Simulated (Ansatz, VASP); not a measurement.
## Sn: VASP beside Ansatz

```xyz
2
Lattice="0.0000 3.2456 3.1969 3.2456 0.0000 3.1969 3.2456 3.2456 0.0000" Properties=species:S:1:pos:R:3 pbc="T T T"
Sn    3.2456    3.2456    3.1969
Sn    4.8684    4.8684    4.7954
```

Change from the starting cell: strain +0.000 along x and y, -0.015 along z, atoms carried along.

Alike in both runs: task single point; functional PBE; k mesh 12 × 12 × 12; occupations gaussian, width 0.15 eV; no spin polarisation.

|  | VASP | Ansatz |
| --- | --- | --- |
| version | VASP 6.6.1 | Ansatz 0.2.0 |
| potentials or method | VASP PAW PBE potentials, release 64 (Sn_d), cutoff 520 eV | scalar-relativistic, plane waves, PAW |
| valence electrons in the cell | 28 | 28 |

Ansatz gave:

| Property | Result |
| --- | --- |
| gap on the k mesh at the Fermi level (eV) | none |
| pressure (GPa) | 4.0 |
| traceless stress, the component that is largest in VASP (GPa) | 0.28 |

Q: What did VASP give for the same quantities?

A: gap on the k mesh at the Fermi level (eV): none; pressure (GPa): 3.9; traceless stress, the component that is largest in VASP (GPa): 0.28.

A gap of «none» marks a metal or a gap that the smearing closes.
